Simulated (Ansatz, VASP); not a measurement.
KBr: VASP beside Ansatz

The input INCAR:

```
PREC = Accurate
ENCUT = 600
EDIFF = 1E-7
ISMEAR = -1
SIGMA = 0.05
LREAL = False
LASPH = True
NELM = 100
ALGO = Normal
ISIF = 3
LWAVE = False
LCHARG = False
GGA = CA
IBRION = 2
NSW = 80
EDIFFG = -0.02
```

The input KPOINTS:

```
Automatic mesh
0
Gamma
  7 7 7
```

POSCAR

```
KBr
1.0
    0.0000000000      3.3000000000      3.3000000000
    3.3000000000      0.0000000000      3.3000000000
    3.3000000000      3.3000000000      0.0000000000
Br K
1 1
Direct
    0.5000000000      0.5000000000      0.5000000000
    0.0000000000      0.0000000000      0.0000000000
```

Contents of input.yaml:

```yaml
crystal:
  lattice:
    - [0.0, 3.3, 3.3]
    - [3.3, 0.0, 3.3]
    - [3.3, 3.3, 0.0]
  atoms:
    - { symbol: Br, position: [0.5, 0.5, 0.5] }
    - { symbol: K, position: [0.0, 0.0, 0.0] }
kpoints:
  mp_grid: { grid: [7, 7, 7] }
scf:
  occupations: { method: fermi_dirac, width: 0.05 }
hamiltonian:
  xc: lda
  pseudopotentials: { kind: all_electron, lapw: { basis_error: 0.001 } }
output:
  forces: true
  stress: true
relax:
  f_tol: 0.02
  max_steps: 60
  cell: {}
```

Alike in both runs: task relaxation of cell and atoms; functional LDA; k mesh 7 × 7 × 7; occupations fermi-dirac, width 0.05 eV; no spin polarisation.

|  | VASP | Ansatz |
| --- | --- | --- |
| version | VASP 6.6.1 | Ansatz 0.2.0 |
| potentials or method | VASP PAW LDA potentials, release 64 (Br, K_sv), cutoff 600 eV | all-electron LAPW, scalar-relativistic |

|  | VASP | Ansatz | Ansatz less VASP |
| --- | --- | --- | --- |
| relaxed volume (Å³/atom) | 32.65 | 32.39 | -0.263 |
| relaxed cell length with the largest relative difference (Å) | 4.520 | 4.508 | -0.0121 |

LDA's correlation is that of Perdew and Zunger in VASP and of Perdew and Wang (1992) in Ansatz. Ansatz ran all-electron here, and VASP with PAW potentials.
